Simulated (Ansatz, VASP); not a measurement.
**One calculation of HfN, two programs**

```xyz
2
Lattice="0.0000 2.2477 2.2590 2.2703 0.0000 2.2590 2.2703 2.2477 0.0000" Properties=species:S:1:pos:R:3 pbc="T T T"
Hf    0.0000    0.0000    0.0000
N     2.2703    2.2477    2.2590
```

Change from the starting cell: strain +0.0050 x Voigt [1, -1, 0, 0, 0, 0], atoms carried along.

Alike in both runs: task single point; functional PBE; k mesh 18 × 18 × 18; occupations gaussian, width 0.1 eV; no spin polarisation.

```csv
,VASP,Ansatz
version,VASP 6.6.1,Ansatz 0.2.0
potentials or method,"VASP PAW PBE potentials, release 64 (Hf_pv, N), cutoff 520 eV","scalar-relativistic, plane waves, PAW"
valence electrons in the cell,15,31
```

|  | VASP | Ansatz | Ansatz less VASP |
| --- | --- | --- | --- |
| gap on the k mesh at the Fermi level (eV) | none | none | - |
| pressure (GPa) | 3.1 | 5.5 | +2.40 |
| traceless stress, the component that is largest in VASP (GPa) | 2.43 | 2.46 | +0.025 |

A gap of «none» marks a metal or a gap that the smearing closes. VASP's potentials hold 15 valence electrons a cell and Ansatz's 31, so a difference there can come from the potentials and not from the codes.

Neither program's run includes spin-orbit coupling.
